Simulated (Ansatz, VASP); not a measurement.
## Two plane-wave programs on InSe

```
CELL_PARAMETERS angstrom
5.82639 -2.05465 0.00000
5.82639 2.05465 0.00000
-1.72323 0.00000 4.77135
ATOMIC_POSITIONS crystal
In 0.88820 0.88820 0.04684
In 0.11180 0.11180 0.95316
Se 0.66093 0.66093 0.66896
Se 0.33907 0.33907 0.33104
```

Alike in both runs: task single point; functional PBEsol; k mesh 9 × 9 × 8; occupations fermi-dirac, width 0.02 eV; no spin polarisation.

|  | VASP | Ansatz |
| --- | --- | --- |
| version | VASP 6.6.1 | Ansatz 0.2.0 |
| potentials or method | VASP PAW PBE potentials, release 64 (In_d, Se), cutoff 500 eV | scalar-relativistic, plane waves, PAW |
| valence electrons in the cell | 38 | 58 |

|  | VASP | Ansatz | Ansatz less VASP |
| --- | --- | --- | --- |
| gap on the k mesh at the Fermi level (eV) | 1.08 | 1.09 | +0.008 |
| pressure (GPa) | -1.1 | -1.2 | -0.09 |
| traceless stress, the component that is largest in VASP (GPa) | -0.29 | -0.28 | +0.004 |
| rms of the force components (eV/Å) | 0.035 | 0.030 | -0.0049 |

VASP's potentials were made for PBE, not for PBEsol. Atom by atom the forces differ by 0.011 eV/Å (rms over components). VASP's potentials hold 38 valence electrons a cell and Ansatz's 58, so a difference there can come from the potentials and not from the codes. Ansatz's warnings: stress scf threshold loose.
